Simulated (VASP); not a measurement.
Runs of VASP 6.6.1 on ScAl3. The structure is that of space group Cmmm (No. 65), or close to it. The cells are those of the table. 

| cell | gap on the mesh (eV) | pressure (GPa) |
| --- | --- | --- |
| a = 4.105, b = 4.107, c = 4.107 Å, angles 92.9, 90.0, 90.0°, 4 atoms | none | 0.4 |
| a = 4.105, b = 4.110, c = 4.110 Å, angles 95.7, 90.0, 90.0°, 4 atoms | none | 1.4 |
| a = 4.105, b = 4.108, c = 4.108 Å, angles 85.7, 90.0, 90.0°, 4 atoms | none | 0.8 |
| a = 4.105, b = 4.107, c = 4.107 Å, angles 86.4, 90.0, 90.0°, 4 atoms | none | (b) |
| a = 4.105, b = 4.109, c = 4.109 Å, angles 85.0, 90.0, 90.0°, 4 atoms | none | 1.0 |
| a = 4.105, b = 4.106, c = 4.106 Å, angles 87.9, 90.0, 90.0°, 4 atoms | none | (a) |

Alike in all rows: task single point; level PBE; potentials or basis VASP PAW PBE potentials, release 64 (Sc_sv, Al); no spin polarisation; k mesh 12 × 12 × 12; cutoff (eV) 520; smearing gaussian 0.15 eV.

Problem. Fill in the values left out.

Solution. (a) 0.2; (b) 0.6.

A gap of «none» marks levels without a gap at the run's occupations.
